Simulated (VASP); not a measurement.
# Li7Br8 (a cell with a defect) in VASP: single point with PBEsol

Aim: the single point of Li7Br8 (a cell with a defect) with PBEsol.

Everything below comes from runs of VASP 6.6.1. Logs are shortened: lines on timing, memory, paths and dates and some standing lists are left out, and cuts for length are marked.

## Step 1: The cell of the first run

The cell holds a defect, 15 atoms: a = 7.805 Å, b = 7.805 Å, c = 8.266 Å, α = 105.35°, β = 105.35°, γ = 116.06°.

## Step 2: Single point, PBEsol

Input file INCAR:

```
SYSTEM = Li7Br8
  ALGO = Normal
  EDIFF = 1E-6
  ENCUT = 520
  GGA = PS
  ISIF = 2
  ISMEAR = 0
  LASPH = .True.
  LCHARG = .False.
  LREAL = Auto
  LWAVE = .False.
  NBANDS = 52
  NELECT = 78.0
  NELM = 80
  PREC = Accurate
  SIGMA = 0.05
```

Input file KPOINTS:

```
k-points
0
Gamma
  4 4 4
  0 0 0
```

Input file POSCAR:

```
Li7Br8
1.0
   -2.0664122741      3.5791310481     -6.6215844801
   -2.0664122741      3.5791310481      6.6215844801
    8.2656490963      0.0000000000      0.0000000000
Li Br
7 8
Direct
    0.2149209630      0.1068859172      0.3218068802
    0.7332048651      0.6197780832      0.8379201862
    0.2181421030      0.1047153211      0.8379201862
    0.1468406900      0.5148364864      0.1712702269
    0.6564337405      0.0244295369      0.1712702269
    0.1421091383      0.5186182989      0.6607274372
    0.6473525030      0.0182455071      0.6655980101
    0.9242064332      0.4107165023      0.3349229354
    0.4146131996      0.9176263997      0.3322395993
    0.9185335979      0.4174819666      0.8340228294
    0.4165408628      0.9154892315      0.8340228294
    0.8322202194      0.8279991875      0.1653158470
    0.3373166594      0.3330956275      0.1653158470
    0.8330097815      0.8335352005      0.6665449819
    0.3368044360      0.3309642075      0.6677686436
```

Potentials or basis: VASP PAW PBE potentials, release 64 (Li_sv, Br).

Command:

```
$ cat potpaw_PBE.64/Li_sv/POTCAR potpaw_PBE.64/Br/POTCAR > POTCAR
$ mpirun -np 1 vasp_std > vasp.out
```

OUTCAR:

```text
SYSTEM = Li7Br8
   EDIFF = 1E-6
   ENCUT = 520
   GGA = PS
   ISIF = 2
   ISMEAR = 0
   LASPH = .True.
   LREAL = Auto
   NELECT = 78.0
   NELM = 80
   PREC = Accurate

 ion  position               nearest neighbor table
   1  0.215  0.107  0.322-  13 2.47  12 2.47  15 2.57   9 2.58
   2  0.733  0.620  0.838-  12 2.45  14 2.47  15 2.55  10 2.57
   3  0.218  0.105  0.838-  13 2.45  14 2.47  15 2.55  11 2.57
   4  0.147  0.515  0.171-  13 2.47   8 2.47   9 2.56  10 2.57
   5  0.656  0.024  0.171-  12 2.47   8 2.47   9 2.56  11 2.57
   6  0.142  0.519  0.661-   8 2.44  15 2.53  10 2.54  11 2.54
   7  0.647  0.018  0.666-  14 2.45   9 2.54  11 2.54  10 2.54
   8  0.924  0.411  0.335-   6 2.44   4 2.47   5 2.47
   9  0.415  0.918  0.332-   7 2.54   5 2.56   4 2.56   1 2.58
  10  0.919  0.417  0.834-   6 2.54   7 2.54   4 2.57   2 2.57
  11  0.417  0.915  0.834-   6 2.54   7 2.54   5 2.57   3 2.57
  12  0.832  0.828  0.165-   2 2.45   5 2.47   1 2.47
  13  0.337  0.333  0.165-   3 2.45   4 2.47   1 2.47
  14  0.833  0.834  0.667-   7 2.45   3 2.47   2 2.47
  15  0.337  0.331  0.668-   6 2.53   3 2.55   2 2.55   1 2.57

  LATTYP: Found a face centered orthorhombic cell.
 ALAT       =     8.2656490964
 B/A-ratio  =     1.6021934643
 C/A-ratio  =     1.7320508076

  Lattice vectors:

 A1 = (   6.1992368222,   3.5791310481,   6.6215844801)
 A2 = (   4.1328245481,   7.1582620962,   0.0000000000)
 A3 = (  -2.0664122741,   3.5791310481,   6.6215844801)

Analysis of symmetry for initial positions (statically):
=====================================================================
 Subroutine PRICEL returns:
 Original cell was already a primitive cell.

 Routine SETGRP: Setting up the symmetry group for a
 face centered orthorhombic supercell.

 Subroutine GETGRP returns: Found  2 space group operations
 (whereof  2 operations were pure point group operations)
 out of a pool of  8 trial point group operations.

The static configuration has the point symmetry C_1h.

Analysis of symmetry for dynamics (positions and initial velocities):
=====================================================================
 Subroutine PRICEL returns:
 Original cell was already a primitive cell.

 Routine SETGRP: Setting up the symmetry group for a
 face centered orthorhombic supercell.

 Subroutine GETGRP returns: Found  2 space group operations
 (whereof  2 operations were pure point group operations)
 out of a pool of  8 trial point group operations.

The dynamic configuration has the point symmetry C_1h.

 Subroutine INISYM returns: Found  2 space group operations
 (whereof  2 operations are pure point group operations),
 and found     1 'primitive' translations

----------------------------------------------------------------------------------------

                                     Primitive cell

  volume of cell :     391.7838

  direct lattice vectors                    reciprocal lattice vectors
    -2.066412274  3.579131048 -6.621584480     0.000000000  0.139698713 -0.075510628
    -2.066412274  3.579131048  6.621584480     0.000000000  0.139698713  0.075510628
     8.265649096  0.000000000  0.000000000     0.120982634  0.069849356  0.000000000

  length of vectors
     7.805486517  7.805486517  8.265649096     0.158800457  0.158800457  0.139698713

  position of ions in fractional coordinates (direct lattice)
     0.214920963  0.106885917  0.321806880
     0.733204865  0.619778083  0.837920186
     0.218142103  0.104715321  0.837920186
     0.146840690  0.514836486  0.171270227
     0.656433740  0.024429537  0.171270227
     0.142109138  0.518618299  0.660727437
     0.647352503  0.018245507  0.665598010
     0.924206433  0.410716502  0.334922935
     0.414613200  0.917626400  0.332239599
     0.918533598  0.417481967  0.834022829
     0.416540863  0.915489231  0.834022829
     0.832220219  0.827999187  0.165315847
     0.337316659  0.333095628  0.165315847
     0.833009782  0.833535201  0.666544982
     0.336804436  0.330964208  0.667768644

  ion indices of the primitive-cell ions
   primitive index   ion index
                 1           1
                 2           2
                 3           3
                 4           4
                 5           5
                 6           6
                 7           7
                 8           8
                 9           9
                10          10
                11          11
                12          12
                13          13
                14          14
                15          15

----------------------------------------------------------------------------------------

 KPOINTS: k-points

Automatic generation of k-mesh.
 Grid dimensions read from file:
 generate k-points for:    4    4    4

 Generating k-lattice:

  Cartesian coordinates                     Fractional coordinates (reciprocal lattice)
     0.000000000  0.034924678 -0.018877657     0.250000000  0.000000000  0.000000000
     0.000000000  0.034924678  0.018877657     0.000000000  0.250000000  0.000000000
     0.030245659  0.017462339  0.000000000     0.000000000  0.000000000  0.250000000

  Length of vectors
     0.039700114  0.039700114  0.034924678

  Shift w.r.t. Gamma in fractional coordinates (k-lattice)
     0.000000000  0.000000000  0.000000000

 Subroutine IBZKPT returns following result:
 ===========================================

 Found     24 irreducible k-points:

 Following reciprocal coordinates:
            Coordinates               Weight
  0.000000  0.000000  0.000000      1.000000
  0.250000  0.000000  0.000000      4.000000
  0.000000 -0.250000  0.000000      4.000000
  0.500000  0.000000  0.000000      2.000000
  0.000000  0.500000  0.000000      2.000000
  0.250000  0.250000  0.000000      4.000000
[... 16 lines left out ...]
 -0.250000  0.250000  0.500000      2.000000
  0.500000  0.500000  0.500000      1.000000
   k-points           NKPTS =     24   k-points in BZ     NKDIM =     24   number of bands    NBANDS=     52
   number of dos      NEDOS =    301   number of ions     NIONS =     15
   total plane-waves  NPLWV = 230400
   dimension x,y,z NGX =    60 NGY =   60 NGZ =   64
   dimension x,y,z NGXF=   120 NGYF=  120 NGZF=  128
   ions per type =               7   8
   NGX,Y,Z   is equivalent  to a cutoff of  12.78, 12.78, 12.87 a.u.
   NGXF,Y,Z  is equivalent  to a cutoff of  25.56, 25.56, 25.74 a.u.
 SYSTEM =  Li7Br8
   PREC   = accura    normal or accurate (medium, high low for compatibility)
   ISTART =      0    job   : 0-new  1-cont  2-samecut
   ICHARG =      2    charge: 1-file 2-atom 10-const
   ISPIN  =      1    spin polarized calculation?
   LNONCOLLINEAR =      F non collinear calculations
   LSORBIT =      F    spin-orbit coupling
   LASPH  =      T    aspherical Exc in radial PAW
   ENCUT  =  520.0 eV  38.22 Ry    6.18 a.u.  14.51 14.51 15.37*2*pi/ulx,y,z
   NELM   =     80;   NELMIN=  2; NELMDL= -5     # of ELM steps
   EDIFF  = 0.1E-05   stopping-criterion for ELM
   LREAL  =      T    real-space projection
   EDIFFG = 0.1E-04   stopping-criterion for IOM
   NSW    =      0    number of steps for IOM
   IBRION =     -1    ionic relax: 0-MD 1-quasi-New 2-CG
   NFREE  =      0    steps in history (QN), initial steepest desc. (CG)
   ISIF   =      2    stress and relaxation
   ISYM   =      2    0-nonsym 1-usesym 2-fastsym
   POTIM  = 0.5000    time-step for ionic-motion
   TEBEG  =    0.0;   TEEND  =   0.0 temperature during run
   PSTRESS=    0.0 pullay stress
   NELECT =      78.0000    total number of electrons
   NUPDOWN=      -1.0000    fix difference up-down
   EMIN   =  10.00;   EMAX   =-10.00  energy-range for DOS
   EFERMI =   0.00;   METHOD = LEGACY
   ISMEAR =     0;   SIGMA  =   0.05  broadening in eV -4-tet -1-fermi 0-gaus
   EFERMI_NEDOS =   21; number of points for ismear=-14 and -15
   IALGO  =     38    algorithm
   IMIX   =      4    mixing-type and parameters
     AMIX     =   0.40;   BMIX     =  1.00
     AMIX_MAG =   1.60;   BMIX_MAG =  1.00
  volume/ion in A,a.u.               =      26.12       176.26
  Fermi-wavevector in a.u.,A,eV,Ry     =   0.955926  1.806438 12.432925  0.913794
  Thomas-Fermi vector in A             =   2.084808
   LORBIT       =      0    0 simple, 1 ext, 2 COOP (PROOUT), +10 PAW based schemes
   GGA     = PS    functional components
   LHFCALC =     F    Hartree Fock is set to
   AEXX    =    0.0000 exact exchange contribution
   IVDW    =     0    specifies the selected vdW correction
   LEPSILON=     F    determine dielectric tensor
   LRPA    =     F    only Hartree local field effects (RPA)
 non-spin polarized calculation
 Gauss-broadening in eV      SIGMA  =   0.05
  energy-cutoff  :      520.00
  volume of cell :      391.78
 maximum number of plane-waves:     10582
 NGX is ok and might be reduce to    60
   NGX = 29   NGY = 29   NGZ = 31

 number of electron      77.9999996 magnetization

 Free energy of the ion-electron system (eV)
  ---------------------------------------------------
  ext. energy  EPLUGINS =         0.00000000
  ---------------------------------------------------
  free energy    TOTEN  =       -50.13395622 eV

  energy without entropy =      -50.13395622  energy(sigma->0) =      -50.13395622

 E-fermi :  -0.8603     XC(G=0):  -7.6811

 val. band max:       -1.0672123587   @ k =   0.0000   0.0000   0.0000
 cond. band min:       3.4455226703   @ k =   0.0000   0.0000   0.0000
 fundamental gap:      4.5127350290
 Fermi energy:        -0.8603024955

 k-point     1 :       0.0000    0.0000    0.0000
  band No.  band energies     occupation
      1     -44.6718      2.00000
      2     -44.6419      2.00000
      3     -44.4900      2.00000
      4     -44.4897      2.00000
      5     -44.4733      2.00000
      6     -44.4731      2.00000
[... 43 lines left out ...]
     50       7.0721      0.00000
     51       7.1142      0.00000

 k-point     2 :       0.2500    0.0000    0.0000
  band No.  band energies     occupation
      1     -44.6718      2.00000
      2     -44.6419      2.00000
      3     -44.4899      2.00000
      4     -44.4897      2.00000
      5     -44.4733      2.00000
      6     -44.4731      2.00000
[... 43 lines left out ...]
     50       7.0507      0.00000
     51       7.1473      0.00000

 k-point     3 :       0.0000   -0.2500    0.0000
  band No.  band energies     occupation
      1     -44.6718      2.00000
      2     -44.6419      2.00000
      3     -44.4899      2.00000
      4     -44.4897      2.00000
      5     -44.4733      2.00000
      6     -44.4731      2.00000
[... 43 lines left out ...]
     50       7.0540      0.00000
     51       7.1730      0.00000
[... 1027 lines left out ...]
 k-point    23 :      -0.2500    0.2500    0.5000
  band No.  band energies     occupation
      1     -44.6718      2.00000
      2     -44.6419      2.00000
      3     -44.4900      2.00000
      4     -44.4897      2.00000
      5     -44.4733      2.00000
      6     -44.4731      2.00000
[... 43 lines left out ...]
     50       6.9904      0.00000
     51       7.0687      0.00000

 k-point    24 :       0.5000    0.5000    0.5000
  band No.  band energies     occupation
      1     -44.6718      2.00000
      2     -44.6419      2.00000
      3     -44.4899      2.00000
      4     -44.4897      2.00000
      5     -44.4733      2.00000
      6     -44.4731      2.00000
[... 43 lines left out ...]
     50       7.0128      0.00000
     51       7.0853      0.00000
 [bands above 51 left out]

------------------------ aborting loop because EDIFF is reached ----------------------------------------

  FORCE on cell =-STRESS in cart. coord.  units (eV):
  Direction    XX          YY          ZZ          XY          YZ          ZX
  --------------------------------------------------------------------------------------
  -------------------------------------------------------------------------------------
  Total        4.7634019      4.7051034      4.7517480      0.0504880      0.0166228      0.0287917
  in kB       19.4796578     19.2412493     19.4319999      0.2064678      0.0679781      0.1177419
  external PRESSURE =      19.3843023 kB  Pullay stress =       0.0000000 kB

 VOLUME and BASIS-vectors are now :
 -----------------------------------------------------------------------------
  energy-cutoff  :      520.00
  volume of cell :      391.78
      direct lattice vectors                 reciprocal lattice vectors
    -2.066412274  3.579131048 -6.621584480     0.000000000  0.139698713 -0.075510628
    -2.066412274  3.579131048  6.621584480     0.000000000  0.139698713  0.075510628
     8.265649096  0.000000000  0.000000000     0.120982634  0.069849356  0.000000000

 POSITION                                       TOTAL-FORCE (eV/Angst)
 -----------------------------------------------------------------------------------
      1.99496      1.15179     -0.71536        -0.000170     -0.000098      0.006727
      4.13013      4.84250     -0.75107        -0.001743     -0.001624      0.005294
      6.25880      1.15555     -0.75107        -0.002278     -0.000697      0.005294
      0.04836      2.36823      2.43672        -0.002812      0.007718      0.002932
      0.00872      2.43690     -4.18487         0.005278     -0.006295      0.002932
      4.09601      2.36483      2.49309         0.008603      0.004967     -0.001320
      4.12620      2.38226     -4.16569        -0.002951     -0.001704      0.018906
      0.00985      4.77786     -3.40012        -0.008266     -0.004773      0.012504
     -0.00678      4.76826      3.33074         0.006990      0.004036     -0.004402
      4.13298      4.78177     -3.31776        -0.000530     -0.006394     -0.009746
      4.14122      4.76751      3.30383        -0.005802      0.002738     -0.009746
     -2.06425      5.94214     -0.02795        -0.001245      0.000145     -0.006294
     -0.01891      2.39949     -0.02795        -0.000497     -0.001150     -0.006294
      2.06566      5.96478      0.00348         0.003199      0.001847     -0.011724
      4.13966      2.39003     -0.03867         0.002225      0.001285     -0.005064
 -----------------------------------------------------------------------------------
    total drift:                               -0.007785     -0.004520     -0.000369

  FREE ENERGIE OF THE ION-ELECTRON SYSTEM (eV)
  ---------------------------------------------------
  free  energy   TOTEN  =       -50.1339562202 eV

  energy  without entropy=      -50.1339562202  energy(sigma->0) =      -50.13395622
```

It took 25 min on 1 thread of Oxide Virtual Turin-like, shared host; peak memory 0.63 GiB.

Results:

| Item | Value |
| --- | --- |
| Free energy | -50.1340 eV |
| Largest force | 0.019 eV/Å |

Forces on the atoms (eV/Å):
```
Li   0.000  0.000  0.007
Li  -0.002 -0.002  0.005
Li  -0.002 -0.001  0.005
Li  -0.003  0.008  0.003
Li   0.005 -0.006  0.003
Li   0.009  0.005 -0.001
Li  -0.003 -0.002  0.019
Br  -0.008 -0.005  0.013
Br   0.007  0.004 -0.004
Br  -0.001 -0.006 -0.010
Br  -0.006  0.003 -0.010
Br  -0.001  0.000 -0.006
Br   0.000 -0.001 -0.006
Br   0.003  0.002 -0.012
Br   0.002  0.001 -0.005
```

Caveat: the cell carries a net charge on a neutralising background, which shifts energy and pressure; the cell is charged against a uniform background, so pressure and absolute levels hang on convention; the cutoff is under 1.25 times the usual one of these potentials, so pressure, stress and relaxed cells hold a basis-set (Pulay) error; the PAW data sets were made with another functional, which shifts forces and pressure a little.
